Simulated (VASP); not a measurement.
Crystal: BN.

```xyz
2
Lattice="0.0000 3.4719 2.1516 1.2432 0.0000 2.1516 1.2432 3.4719 0.0000" Properties=species:S:1:pos:R:3 pbc="T T T"
N     1.2432    3.4719    2.8687
B     1.2432    3.4719    0.0002
```

Base run:

```yaml
Program: VASP 6.6.1
Functional: LDA
Potentials_or_basis: VASP PAW LDA potentials, release 64 (N, B)
Cutoff: 520 eV
k_mesh: 13 × 13 × 13
Occupations: fermi-dirac, width 0.05 eV
Spin: no spin polarisation
```

Its results: band gap on the k mesh 3.70 eV (least direct gap 4.55 eV); pressure 0.9 GPa; largest force 0.011 eV/Å.

Task: The run is repeated on the same cell with these changes: functional from LDA to r2SCAN; potentials or basis from VASP PAW LDA potentials, release 64 (N, B) to VASP PAW PBE potentials, release 64 (N, B). What comes out?

Result: Band gap on the k mesh 4.43 eV (least direct gap 5.40 eV); pressure 4.8 GPa; largest force 0.009 eV/Å.

Caveats: the stress differs along the axes, from -0 to 7 GPa (at least some runs); the PAW data sets were made with another functional, which shifts forces and pressure a little (at least some runs).

A k mesh can miss the band edges.
